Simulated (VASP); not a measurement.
# C in VASP: further runs

Aim: see how the results for C move with the level of theory and the settings. Levels: PBEsol, r2SCAN. Tasks: single point.

All numbers are computed with VASP 6.6.1; they aren't measurements. Logs are shortened: lines on timing, memory, paths and dates and some standing lists are left out, and cuts for length are marked.

**1. The cell of the first run**

Symmetry: I4_1/amd, No. 141, tetragonal system. The conventional cell has a = 2.522 Å, b = 2.522 Å, c = 3.709 Å, α = 90.00°, β = 90.00°, γ = 90.00°. C (site symmetry -4m2) has 4 C at 1.57 Å within 2.1 Å.

**2. Single point, PBEsol**

The input, INCAR:

```
PREC = Accurate
ENCUT = 600
EDIFF = 1E-6
ISMEAR = -1
SIGMA = 0.05
LREAL = False
LASPH = True
NELM = 120
ALGO = Normal
ISIF = 2
LWAVE = False
LCHARG = False
GGA = PS
NBANDS = 11
GGA_COMPAT = False
```

The input, KPOINTS:

```
Automatic mesh
0
Gamma
  11 11 11
```

The input, POSCAR:

```
C
1.0
    0.0000000000      1.7833700000      1.8547048000
    1.7833700000      0.0000000000      1.8547048000
    1.7833700000      1.7833700000      0.0000000000
C
2
Direct
    0.7500000000      0.7500000000      0.7500000000
    0.5000000000      0.5000000000      0.5000000000
```

Potentials or basis: VASP PAW PBE potentials, release 64 (C).

Started as:

```bash
$ cat potpaw_PBE.64/C/POTCAR > POTCAR
$ mpirun -np 1 vasp_std > vasp.out
```

OUTCAR:

```text
PREC = Accurate
   ENCUT = 600
   EDIFF = 1E-6
   ISMEAR = -1
   LREAL = False
   LASPH = True
   NELM = 120
   ISIF = 2
   GGA = PS

 ion  position               nearest neighbor table
   1  0.750  0.750  0.750-   2 1.57   2 1.57   2 1.57   2 1.57
   2  0.500  0.500  0.500-   1 1.57   1 1.57   1 1.57   1 1.57

  LATTYP: Found a body centered tetragonal cell.
 ALAT       =     2.5220660407
 C/A-ratio  =     1.4707821049

  Lattice vectors:

 A1 = (  -1.7833700000,   0.0000000000,   1.8547048000)
 A2 = (   1.7833700000,   0.0000000000,   1.8547048000)
 A3 = (   0.0000000000,   1.7833700000,  -1.8547048000)

Analysis of symmetry for initial positions (statically):
=====================================================================
 Subroutine PRICEL returns:
 Original cell was already a primitive cell.

 Routine SETGRP: Setting up the symmetry group for a
 body centered tetragonal supercell.

 Subroutine GETGRP returns: Found 16 space group operations
 (whereof  8 operations were pure point group operations)
 out of a pool of 16 trial point group operations.

The static configuration has the point symmetry D_2d.
 The point group associated with its full space group is D_4h.

Analysis of symmetry for dynamics (positions and initial velocities):
=====================================================================
 Subroutine PRICEL returns:
 Original cell was already a primitive cell.

 Routine SETGRP: Setting up the symmetry group for a
 body centered tetragonal supercell.

 Subroutine GETGRP returns: Found 16 space group operations
 (whereof  8 operations were pure point group operations)
 out of a pool of 16 trial point group operations.

The dynamic configuration has the point symmetry D_2d.
 The point group associated with its full space group is D_4h.

 Subroutine INISYM returns: Found 16 space group operations
 (whereof  8 operations are pure point group operations),
 and found     1 'primitive' translations

----------------------------------------------------------------------------------------

                                     Primitive cell

  volume of cell :      11.7974

  direct lattice vectors                    reciprocal lattice vectors
     0.000000000  1.783370000  1.854704800    -0.280368067  0.280368067  0.269584680
     1.783370000  0.000000000  1.854704800     0.280368067 -0.280368067  0.269584680
     1.783370000  1.783370000  0.000000000     0.280368067  0.280368067 -0.269584680

  length of vectors
     2.573001837  2.573001837  2.522066041     0.479466793  0.479466793  0.479466793

  position of ions in fractional coordinates (direct lattice)
     0.750000000  0.750000000  0.750000000
     0.500000000  0.500000000  0.500000000

  ion indices of the primitive-cell ions
   primitive index   ion index
                 1           1
                 2           2

----------------------------------------------------------------------------------------

 KPOINTS: Automatic mesh

Automatic generation of k-mesh.
 Grid dimensions read from file:
 generate k-points for:   11   11   11

 Generating k-lattice:

  Cartesian coordinates                     Fractional coordinates (reciprocal lattice)
    -0.025488006  0.025488006  0.024507698     0.090909091  0.000000000  0.000000000
     0.025488006 -0.025488006  0.024507698     0.000000000  0.090909091  0.000000000
     0.025488006  0.025488006 -0.024507698    -0.000000000 -0.000000000  0.090909091

  Length of vectors
     0.043587890  0.043587890  0.043587890

  Shift w.r.t. Gamma in fractional coordinates (k-lattice)
     0.000000000  0.000000000  0.000000000

 Subroutine IBZKPT returns following result:
 ===========================================

 Found    126 irreducible k-points:

 Following reciprocal coordinates:
            Coordinates               Weight
  0.000000  0.000000  0.000000      1.000000
  0.090909 -0.000000  0.000000      8.000000
  0.181818 -0.000000  0.000000      8.000000
  0.272727 -0.000000  0.000000      8.000000
  0.363636 -0.000000  0.000000      8.000000
  0.454545 -0.000000  0.000000      8.000000
[... 16 lines left out ...]
 -0.272727  0.181818  0.000000      8.000000
 -0.181818  0.181818  0.000000      4.000000
 [... further k-points ...]
   k-points           NKPTS =    126   k-points in BZ     NKDIM =    126   number of bands    NBANDS=     11
   number of dos      NEDOS =    301   number of ions     NIONS =      2
   total plane-waves  NPLWV =  11520
   dimension x,y,z NGX =    24 NGY =   24 NGZ =   20
   dimension x,y,z NGXF=    48 NGYF=   48 NGZF=   40
   ions per type =               2
   NGX,Y,Z   is equivalent  to a cutoff of  15.51, 15.51, 13.18 a.u.
   NGXF,Y,Z  is equivalent  to a cutoff of  31.01, 31.01, 26.37 a.u.
 SYSTEM =  unknown system
   PREC   = accura    normal or accurate (medium, high low for compatibility)
   ISTART =      0    job   : 0-new  1-cont  2-samecut
   ICHARG =      2    charge: 1-file 2-atom 10-const
   ISPIN  =      1    spin polarized calculation?
   LNONCOLLINEAR =      F non collinear calculations
   LSORBIT =      F    spin-orbit coupling
   LASPH  =      T    aspherical Exc in radial PAW
   ENCUT  =  600.0 eV  44.10 Ry    6.64 a.u.   5.14  5.14  5.04*2*pi/ulx,y,z
   NELM   =    120;   NELMIN=  2; NELMDL= -5     # of ELM steps
   EDIFF  = 0.1E-05   stopping-criterion for ELM
   LREAL  =      F    real-space projection
   EDIFFG = 0.1E-04   stopping-criterion for IOM
   NSW    =      0    number of steps for IOM
   IBRION =     -1    ionic relax: 0-MD 1-quasi-New 2-CG
   NFREE  =      0    steps in history (QN), initial steepest desc. (CG)
   ISIF   =      2    stress and relaxation
   ISYM   =      2    0-nonsym 1-usesym 2-fastsym
   POTIM  = 0.5000    time-step for ionic-motion
   TEBEG  =    0.0;   TEEND  =   0.0 temperature during run
   PSTRESS=    0.0 pullay stress
   NELECT =       8.0000    total number of electrons
   NUPDOWN=      -1.0000    fix difference up-down
   EMIN   =  10.00;   EMAX   =-10.00  energy-range for DOS
   EFERMI =   0.00;   METHOD = LEGACY
   ISMEAR =    -1;   SIGMA  =   0.05  broadening in eV -4-tet -1-fermi 0-gaus
   EFERMI_NEDOS =   21; number of points for ismear=-14 and -15
   IALGO  =     38    algorithm
   IMIX   =      4    mixing-type and parameters
     AMIX     =   0.40;   BMIX     =  1.00
     AMIX_MAG =   1.60;   BMIX_MAG =  1.00
  volume/ion in A,a.u.               =       5.90        39.81
  Fermi-wavevector in a.u.,A,eV,Ry     =   1.438276  2.717948 28.145530  2.068638
  Thomas-Fermi vector in A             =   2.557261
   LORBIT       =      0    0 simple, 1 ext, 2 COOP (PROOUT), +10 PAW based schemes
   GGA     = PS    functional components
   LHFCALC =     F    Hartree Fock is set to
   AEXX    =    0.0000 exact exchange contribution
   IVDW    =     0    specifies the selected vdW correction
   LEPSILON=     F    determine dielectric tensor
   LRPA    =     F    only Hartree local field effects (RPA)
 non-spin polarized calculation
  energy-cutoff  :      600.00
  volume of cell :       11.80
 maximum number of plane-waves:       404
 NGX is ok and might be reduce to    24
   NGX = 11   NGY = 11   NGZ =  9

 number of electron       8.0000001 magnetization

 Free energy of the ion-electron system (eV)
  ---------------------------------------------------
  ext. energy  EPLUGINS =         0.00000000
  ---------------------------------------------------
  free energy    TOTEN  =       -19.18513026 eV

  energy without entropy =      -19.18513026  energy(sigma->0) =      -19.18513026

 E-fermi :  10.3092     XC(G=0): -13.2419

 val. band max:        9.3518030483   @ k =   0.0000   0.0000   0.0000
 cond. band min:      12.7791053604   @ k =   0.3636   0.0000   0.3636
 fundamental gap:      3.4273023121
 Fermi energy:        10.3091941739

 k-point     1 :       0.0000    0.0000    0.0000
  band No.  band energies     occupation
      1     -11.8498      2.00000
      2       8.7511      2.00000
      3       9.3518      2.00000
      4       9.3518      2.00000
      5      14.4409      0.00000
      6      14.4409      0.00000
      7      14.9104      0.00000
      8      21.6084      0.00000
      9      27.6285      0.00000
     10      33.9941      0.00000
     11      34.6526      0.00000

 k-point     2 :       0.0909   -0.0000    0.0000
  band No.  band energies     occupation
      1     -11.6263      2.00000
      2       7.7005      2.00000
      3       8.6391      2.00000
      4       8.9988      2.00000
      5      14.9296      0.00000
      6      14.9892      0.00000
      7      15.5848      0.00000
      8      21.8284      0.00000
      9      28.0054      0.00000
     10      31.9013      0.00000
     11      33.5796      0.00000

 k-point     3 :       0.1818   -0.0000    0.0000
  band No.  band energies     occupation
      1     -10.9593      2.00000
      2       4.9829      2.00000
      3       7.7959      2.00000
      4       8.2756      2.00000
      5      15.8357      0.00000
      6      15.9571      0.00000
      7      16.7023      0.00000
      8      22.4578      0.00000
      9      28.7102      0.00000
     10      30.6815      0.00000
     11      31.8301      0.00000

 k-point     4 :       0.2727   -0.0000    0.0000
  band No.  band energies     occupation
      1      -9.8614      2.00000
      2       1.9615      2.00000
      3       7.0087      2.00000
      4       7.5826      2.00000
      5      16.3950      0.00000
      6      16.8739      0.00000
      7      17.4902      0.00000
      8      23.2943      0.00000
      9      29.0292      0.00000
     10      30.9401      0.00000
     11      31.4351      0.00000

 k-point     5 :       0.3636   -0.0000    0.0000
  band No.  band energies     occupation
      1      -8.3699      2.00000
      2      -0.9284      2.00000
      3       6.4308      2.00000
      4       7.0821      2.00000
      5      16.5952      0.00000
      6      17.3630      0.00000
      7      17.8922      0.00000
      8      23.9708      0.00000
      9      29.3609      0.00000
     10      32.3677      0.00000
     11      32.4013      0.00000
[... 211 lines left out ...]
 k-point    21 :      -0.4545    0.1818    0.0000
  band No.  band energies     occupation
      1      -5.6624      2.00000
      2      -3.0854      2.00000
      3       3.2450      2.00000
      4       5.6926      2.00000
      5      16.5211      0.00000
      6      19.7059      0.00000
      7      19.8821      0.00000
      8      23.7562      0.00000
      9      27.9320      0.00000
     10      32.3267      0.00000
     11      34.0013      0.00000

 k-point    22 :      -0.3636    0.1818    0.0000
  band No.  band energies     occupation
      1      -6.4110      2.00000
      2      -2.1284      2.00000
      3       2.9047      2.00000
      4       6.2719      2.00000
      5      17.1233      0.00000
      6      18.9851      0.00000
      7      19.7198      0.00000
      8      23.7206      0.00000
      9      28.2236      0.00000
     10      31.3986      0.00000
     11      32.9723      0.00000

 k-point    23 :      -0.2727    0.1818    0.0000
  band No.  band energies     occupation
      1      -8.0638      2.00000
      2       0.3714      2.00000
      3       2.9582      2.00000
      4       7.0681      2.00000
      5      17.7633      0.00000
      6      17.9867      0.00000
      7      19.2525      0.00000
      8      22.5132      0.00000
      9      29.2672      0.00000
     10      29.5977      0.00000
     11      32.9849      0.00000

 k-point    24 :      -0.1818    0.1818    0.0000
  band No.  band energies     occupation
      1      -9.4382      2.00000
      2       2.8871      2.00000
      3       3.6523      2.00000
      4       7.9051      2.00000
      5      16.8085      0.00000
      6      18.0611      0.00000
      7      18.1080      0.00000
      8      22.0491      0.00000
      9      29.1015      0.00000
     10      29.6509      0.00000
     11      32.5302      0.00000

 [... further k-points ...]
[... 5 lines left out ...]
  --------------------------------------------------------------------------------------
  -------------------------------------------------------------------------------------
  Total       -0.6069953     -0.6069953     -3.2550669      0.0000000     -0.0000000      0.0000000
  in kB      -82.4343432    -82.4343432   -442.0616120      0.0000000     -0.0000000      0.0000000
  external PRESSURE =    -202.3100995 kB  Pullay stress =       0.0000000 kB

 VOLUME and BASIS-vectors are now :
 -----------------------------------------------------------------------------
  energy-cutoff  :      600.00
  volume of cell :       11.80
      direct lattice vectors                 reciprocal lattice vectors
     0.000000000  1.783370000  1.854704800    -0.280368067  0.280368067  0.269584680
     1.783370000  0.000000000  1.854704800     0.280368067 -0.280368067  0.269584680
     1.783370000  1.783370000  0.000000000     0.280368067  0.280368067 -0.269584680

 POSITION                                       TOTAL-FORCE (eV/Angst)
 -----------------------------------------------------------------------------------
      2.67505      2.67505      2.78206         0.000000      0.000000      0.000000
      1.78337      1.78337      1.85470        -0.000000     -0.000000      0.000000
 -----------------------------------------------------------------------------------
    total drift:                                0.000000      0.000000      0.000000

  FREE ENERGIE OF THE ION-ELECTRON SYSTEM (eV)
  ---------------------------------------------------
  free  energy   TOTEN  =       -19.1851302574 eV

  energy  without entropy=      -19.1851302574  energy(sigma->0) =      -19.18513026
```

Run time: 10 s. Hardware: 1 thread of Intel Xeon Platinum 8259CL at 2.50GHz (Skylake/Cascade Lake), shared host; peak memory 0.13 GiB.

Results:

* Free energy: -19.1851 eV
* Pressure: -20.2 GPa
* Band gap on the k mesh: 3.43 eV, indirect (least direct gap 5.09 eV)

Stress tensor (GPa, compression positive):
```
 -8.24   0.00   0.00
  0.00  -8.24   0.00
  0.00   0.00 -44.21
```

Caveat: the PAW data sets were made with another functional, which shifts forces and pressure a little. A k mesh can miss the band edges.

**3. Single point, r2SCAN**

This run uses another cell than the first one, of 5.67 Å³/atom, 0.962 times its volume.

The input, POSCAR:

```
C
1.0
    0.0000000000      1.7833700000      1.7833700000
    1.7833700000      0.0000000000      1.7833700000
    1.7833700000      1.7833700000      0.0000000000
C
2
Direct
    0.7500000000      0.7500000000      0.7500000000
    0.5000000000      0.5000000000      0.5000000000
```

The input, INCAR.step1:

```
PREC = Accurate
ENCUT = 520
ISMEAR = 0
SIGMA = 0.05
LREAL = False
LASPH = True
NELM = 100
NBANDS = 11
GGA = PE
ALGO = Normal
EDIFF = 1E-4
LWAVE = True
LCHARG = False
```

The input, INCAR.step2:

```
PREC = Accurate
ENCUT = 520
EDIFF = 1E-6
ISMEAR = 0
SIGMA = 0.05
LREAL = False
LASPH = True
NELM = 100
ALGO = Normal
ISIF = 2
LWAVE = False
LCHARG = False
METAGGA = R2SCAN
LMIXTAU = True
NBANDS = 11
ISTART = 1
```

The input, KPOINTS:

```
regular mesh
0
Gamma
  11 11 11
```

Potentials or basis: VASP PAW PBE potentials, release 64 (C).

Started as:

```bash
$ cat potpaw_PBE.64/C/POTCAR > POTCAR
$ cp INCAR.step1 INCAR
$ mpirun -np 1 vasp_std > vasp.out
$ cp INCAR.step2 INCAR
$ mpirun -np 1 vasp_std > vasp.out
```

Run time: 24 s. Hardware: 1 thread of Intel Xeon Platinum 8259CL at 2.50GHz (Skylake/Cascade Lake), shared host; peak memory 0.12 GiB.

It converged, with:

- Free energy: -19.6573 eV
- Pressure: -1.3 GPa
- Band gap on the k mesh: 4.32 eV, indirect (least direct gap 5.84 eV)

Levels at points of the mesh, in eV from the valence-band top:
| k point | band 1 | band 2 | band 3 | band 4 | band 5 | band 6 | band 7 | band 8 | band 9 |
| --- | --- | --- | --- | --- | --- | --- | --- | --- | --- |
| (0.00, 0.00, 0.00) | -22.70 | 0.00 | 0.00 | 0.00 | 5.84 | 5.84 | 5.84 | 13.82 | 20.39 |

Caveat: the PAW data sets were made with another functional, which shifts forces and pressure a little.
